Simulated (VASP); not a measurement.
The system is CdHg.

```
CELL_PARAMETERS angstrom
1.86495 -3.02880 0.00000
1.86495 3.02880 0.00000
0.00000 0.00000 6.05760
ATOMIC_POSITIONS crystal
Cd 0.00000 0.00000 0.00000
Hg 0.50000 0.50000 0.50000
```

```yaml
Program: VASP 6.6.1
Task: relaxation of cell and atoms
Functional: PBE
Potentials_or_basis: VASP PAW PBE potentials, release 64 (Cd, Hg)
Cutoff: 600 eV
k_mesh: 14 × 14 × 8
Occupations: gaussian, width 0.1 eV
Spin: no spin polarisation
```

At the start: pressure -2.2 GPa; volume 34.22 Å³/atom.

**Question.** How do energy, volume and symmetry change on relaxing?

**Answer.** Over 15 steps the energy falls by 108.1 meV/atom and the volume is 25.09 Å³/atom (-26.7 %); space group Cmmm (No. 65, to 0.05 Å).

Step by step:
```
step  energy change (eV)  largest force (eV/Å)  pressure (GPa)  volume (Å³)
   1              0.0000                0.0000           -2.22        68.43
   2             -0.0661                0.0000           -2.33        63.84
   3             -0.2016                0.0000           -0.21        51.28
   4             -0.2016                0.0000            0.22        50.43
   5             -0.2019                0.0000           -0.02        50.88
   6             -0.2040                0.0000            0.03        50.75
   7             -0.2101                0.0000            0.10        50.36
   8             -0.2140                0.0000            0.37        49.47
   9             -0.2158                0.0000            0.20        49.82
  10             -0.2158                0.0000            0.23        49.76
  11             -0.2158                0.0000            0.22        49.79
  12             -0.2155                0.0000           -0.26        50.68
  13             -0.2161                0.0000            0.02        50.13
  14             -0.2161                0.0000            0.03        50.13
  15             -0.2161                0.0000           -0.01        50.18
```

Final structure:
```xyz
2
Lattice="1.6176 -2.8821 0.0000 1.6176 2.8821 0.0000 0.0000 0.0000 5.3815" Properties=species:S:1:pos:R:3 pbc="T T T"
Cd    0.0000    0.0000    0.0000
Hg    1.6176    0.0000    2.6908
```

Caveat: the volume moved by over 15 % at a fixed basis, so the end points are rough.
